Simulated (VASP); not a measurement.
A run of VASP 6.6.1:

INCAR

```
SYSTEM = Cd2S
ALGO     = Normal         ! electronic algorithm
EDIFF    = 1E-7           ! SCF threshold, eV
EDIFFG   = -0.01          ! ionic threshold
ENCUT    = 600            ! plane-wave cutoff, eV
GGA      = PE             ! functional
IBRION   = 2              ! ionic algorithm
ISIF     = 3              ! what is computed and relaxed
ISMEAR   = 0              ! smearing method
LASPH    = .True.         ! aspherical terms in the spheres
LCHARG   = .False.        ! write CHGCAR
LREAL    = .False.        ! projectors in reciprocal space
LWAVE    = .False.        ! write WAVECAR
NELM     = 60             ! most SCF steps
NSW      = 100            ! ionic steps
PREC     = Accurate       ! precision mode
SIGMA    = 0.02           ! smearing width, eV
```

File KPOINTS:

```
k-points
0
Gamma
  10 10 10
  0 0 0
```

POSCAR

```
Cd2S
1.0
   -2.4736576325      2.4736576325      3.7310247921
    2.4736576325     -2.4736576325      3.7310247921
    2.4736576325      2.4736576325     -3.7310247921
Cd S
2 1
Direct
    0.6742953540      0.6742953540      0.0000000000
    0.3257046460      0.3257046460      0.0000000000
    0.0000000000      0.0000000000      0.0000000000
```

Potentials or basis: VASP PAW PBE potentials, release 64 (Cd, S).

Run with:

```console
$ cat potpaw_PBE.64/Cd/POTCAR potpaw_PBE.64/S/POTCAR > POTCAR
$ mpirun -np 1 vasp_std > vasp.out
```

Hardware: 1 thread of Intel(R) Xeon(R) Platinum 8488C (Sapphire Rapids), on a shared host.

Task: Estimate the wall time of this run.

Result: Run time: 30 min on 1 thread of Intel(R) Xeon(R) Platinum 8488C (Sapphire Rapids), on a shared host, peak memory 0.44 GiB. Counts: scf iterations 160, k points 102, ion steps 21.
